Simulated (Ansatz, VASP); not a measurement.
**Al3N4 in VASP and in Ansatz**

```
Al N
1.0
     1.51194    0.87292    8.22118
    -1.51194    0.87292    8.22118
     0.00000   -1.74584    8.22118
Al N
3 4
Cartesian
  0.0000 0.0000 0.0000
  0.0000 0.0000 13.9946
  0.0000 0.0000 10.6690
  0.0000 0.0000 21.5137
  0.0000 0.0000 3.1498
  0.0000 0.0000 17.5290
  0.0000 0.0000 7.1346
```

Alike in both runs: functional PBE; k mesh 12 × 12 × 12; occupations gaussian, width 0.1 eV; no spin polarisation.

Ansatz relaxed the structure, and its values are those at the end. VASP's run is a single point on that final structure, the one shown.

|  | VASP | Ansatz |
| --- | --- | --- |
| version | VASP 6.6.1 | Ansatz 0.2.0 |
| potentials or method | VASP PAW PBE potentials, release 64 (Al, N), cutoff 520 eV | scalar-relativistic, plane waves, PAW |
| valence electrons in the cell | 29 | 29 |

```csv
,VASP,Ansatz,Ansatz less VASP
gap on the k mesh at the Fermi level (eV),none,none,-
pressure (GPa),-0.2,0.0,+0.23
rms of the force components (eV/Å),0.004,0.000,-0.0038
```

A gap of «none» marks a metal or a gap that the smearing closes.
